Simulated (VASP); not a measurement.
Here is a VASP 6.6.1 calculation.

Contents of POSCAR:

```
MgTe
1.0
    4.6391845400      0.0000000000      0.0000000000
   -2.3195922700      4.0176516700      0.0000000000
    0.0000000000      0.0000000000      7.5529499700
Mg Te
2 2
Direct
    0.3333333300      0.6666666700      0.0043523900
    0.6666666700      0.3333333300      0.5043523900
    0.3333333300      0.6666666700      0.3806476100
    0.6666666700      0.3333333300      0.8806476100
```

File INCAR.step1:

```
ALGO = Normal ; EDIFF = 1E-5
EDIFFG = -0.01 ; ENCUT = 580
GGA = PE ; GGA_COMPAT = F
IBRION = 2 ; ISMEAR = -1
LASPH = T ; LCHARG = F
LREAL = F ; LWAVE = T
NELM = 120 ; NELMIN = 4
NSW = 100 ; PREC = Accurate
SIGMA = 0.02
```

The input INCAR.step2:

```
ALGO = Normal ; EDIFF = 1E-7
EDIFFG = -0.01 ; ENCUT = 580
GGA_COMPAT = F ; IBRION = 2
ISIF = 2 ; ISMEAR = -1
ISTART = 1 ; LASPH = T
LCHARG = F ; LMIXTAU = T
LREAL = F ; LWAVE = F
METAGGA = R2SCAN ; NELM = 120
NELMIN = 4 ; NSW = 50
PREC = Accurate ; SIGMA = 0.02
```

File KPOINTS:

```
k-points
0
Gamma
  6 6 4
```

Potentials or basis: VASP PAW PBE potentials, release 64 (Mg, Te).

Command:

```console
$ cat potpaw_PBE.64/Mg/POTCAR potpaw_PBE.64/Te/POTCAR > POTCAR
$ cp INCAR.step1 INCAR
$ mpirun -np 1 vasp_std > vasp.out
$ cp INCAR.step2 INCAR
$ mpirun -np 1 vasp_std > vasp.out
```

(1) Predict the band gap on the k mesh.

Answers

(1) 2.95 eV.

Caveat: the relaxation stopped at its first step, so nothing moved; spin-orbit coupling is left out, which moves the levels of the heavy elements.
